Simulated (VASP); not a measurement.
Set up this calculation in VASP 6.6.1, as the native input.

| Item | Value |
| --- | --- |
| Task | single point |
| Functional | PBE |
| Potentials or basis | VASP PAW PBE potentials, release 64 (K_sv, Cl) |
| Cutoff | 520 eV |
| k mesh | 5 × 5 × 5 |
| Occupations | fermi-dirac, width 0.05 eV |
| Spin | no spin polarisation |
| Dipole correction | no |
| Further INCAR settings | ALGO = Normal; EDIFF = 1e-06; NBANDS = 15 |

The structure of KCl lies in POSCAR:

```
KCl
1.0
    0.0000000000      3.1464700000      3.1464700000
    3.1464700000      0.0000000000      3.1464700000
    3.1464700000      3.1464700000      0.0000000000
K Cl
1 1
Direct
   -0.0111760000      0.0118590000     -0.0019720000
    0.4830260000      0.5020970000      0.5056370000
```

One way to write it, as run:

INCAR

```
SYSTEM = KCl
ALGO     = Normal         ! electronic algorithm
EDIFF    = 1E-6           ! SCF threshold, eV
ENCUT    = 520            ! plane-wave cutoff, eV
GGA      = PE             ! functional
ISIF     = 2              ! what is computed and relaxed
ISMEAR   = -1             ! smearing method
LASPH    = .TRUE.         ! aspherical terms in the spheres
LCHARG   = .FALSE.        ! write CHGCAR
LREAL    = .FALSE.        ! projectors in reciprocal space
LWAVE    = .FALSE.        ! write WAVECAR
NBANDS   = 15             ! bands
NELM     = 80             ! most SCF steps
PREC     = Accurate       ! precision mode
SIGMA    = 0.05           ! smearing width, eV
```

KPOINTS

```
k-points
0
G
  5 5 5
  0 0 0
```

Potentials or basis: VASP PAW PBE potentials, release 64 (K_sv, Cl).

Run with:

```console
$ cat potpaw_PBE.64/K_sv/POTCAR potpaw_PBE.64/Cl/POTCAR > POTCAR
$ mpirun -np 1 vasp_std > vasp.out
```

It gave:

```json
{"Pressure": "0.8 GPa", "Largest force": "0.068 eV/Å", "Band gap on the k mesh": "5.19 eV"}
```

Wall time 75 s on 1 thread of AMD EPYC 9R14 (Zen 4), with other jobs on the host, peak memory 0.2 GiB.
